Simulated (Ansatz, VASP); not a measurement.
Li2Se in VASP and in Ansatz

```
Se Li
1.0
     0.00000    2.99352    2.99352
     2.99352    0.00000    2.99352
     2.99352    2.99352    0.00000
Se Li
1 2
Cartesian
  0.0000 0.0000 0.0000
  1.4968 1.4968 1.4968
  4.4903 4.4903 4.4903
```

Alike in both runs: task single point; functional PBE-based screened hybrid with a share of 0.5 of exact exchange and HFSCREEN = 0.3; k mesh 4 × 4 × 4; no spin polarisation.

```csv
,VASP,Ansatz
version,VASP 6.6.1,Ansatz 0.2.0
potentials or method,"VASP PAW PBE potentials, release 64 (Se, Li_sv)",plane waves
plane-wave cutoff (eV),650,420
occupations,"gaussian, width 0.01 eV",fixed
valence electrons in the cell,12,22
```

```csv
,VASP,Ansatz,Ansatz less VASP
gap on the k mesh at the Fermi level (eV),4.35,4.32,-0.031
pressure (GPa),-1.1,-0.7,+0.39
```

VASP's potentials were made for PBE, not for PBE-based screened hybrid. VASP's potentials hold 12 valence electrons a cell and Ansatz's 22, so a difference there can come from the potentials and not from the codes. Ansatz's warnings: stress exchange threshold loose, stress scf threshold loose.

The k mesh is coarse, so the values compare programs but aren't converged.
